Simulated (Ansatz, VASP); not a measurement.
# One calculation of SrTe, two programs

File INCAR:

```
SYSTEM = SrTe
ALGO     = Normal         ! electronic algorithm
EDIFF    = 1E-6           ! SCF threshold, eV
ENCUT    = 500            ! plane-wave cutoff, eV
GGA      = CA             ! functional
GGA_COMPAT= .False.      
ISIF     = 2              ! what is computed and relaxed
ISMEAR   = 0              ! smearing method
LASPH    = .True.         ! aspherical terms in the spheres
LCHARG   = .False.        ! write CHGCAR
LREAL    = .False.        ! projectors in reciprocal space
LWAVE    = .False.        ! write WAVECAR
NBANDS   = 15             ! bands
NELM     = 120            ! most SCF steps
PREC     = Accurate       ! precision mode
SIGMA    = 0.1            ! smearing width, eV
```

File KPOINTS:

```
k-points
0
Gamma
  6 6 6
  0 0 0
```

Contents of POSCAR:

```
SrTe
1.0
    0.0000000000      3.3100000000      3.3100000000
    3.3100000000      0.0000000000      3.3100000000
    3.3100000000      3.3100000000      0.0000000000
Sr Te
1 1
Direct
    0.0000000000      0.0000000000      0.0000000000
    0.5000000000      0.5000000000      0.5000000000
```

Input for Ansatz:

```yaml
crystal:
  lattice:
    - [0.0, 3.31, 3.31]
    - [3.31, 0.0, 3.31]
    - [3.31, 3.31, 0.0]
  atoms:
    - { symbol: Sr, position: [0.0, 0.0, 0.0] }
    - { symbol: Te, position: [0.5, 0.5, 0.5] }
basis:
  ecutwfc: 420
kpoints:
  mp_grid: { grid: [6, 6, 6] }
hamiltonian:
  xc: lda
  pseudopotentials: { kind: paw, azcp: { folder: soft_1 } }
scf:
  occupations: { method: gaussian, width: 0.1 }
output:
  forces: true
  stress: true
  eigenvalues: true
```

Alike in both runs: task single point; functional LDA; k mesh 6 × 6 × 6; occupations gaussian, width 0.1 eV; no spin polarisation.

|  | VASP | Ansatz |
| --- | --- | --- |
| version | VASP 6.6.1 | Ansatz 0.2.0 |
| potentials or method | VASP PAW LDA potentials, release 64 (Sr_sv, Te), cutoff 500 eV | scalar-relativistic, plane waves, PAW |
| valence electrons in the cell | 16 | 26 |

VASP gave:

```
gap on the k mesh at the Fermi level (eV) : 1.52
least direct gap on the mesh (eV)         : 2.28
pressure (GPa)                            : -1.4
```

Estimate Ansatz's values.

gap on the k mesh at the Fermi level (eV): 1.56; least direct gap on the mesh (eV): 2.31; pressure (GPa): -1.5.

Ansatz warns that its potentials were made for another functional, while VASP's fit it. LDA's correlation is that of Perdew and Zunger in VASP and of Perdew and Wang (1992) in Ansatz. VASP's potentials hold 16 valence electrons a cell and Ansatz's 26, so a difference there can come from the potentials and not from the codes.

Spin-orbit coupling is off throughout.
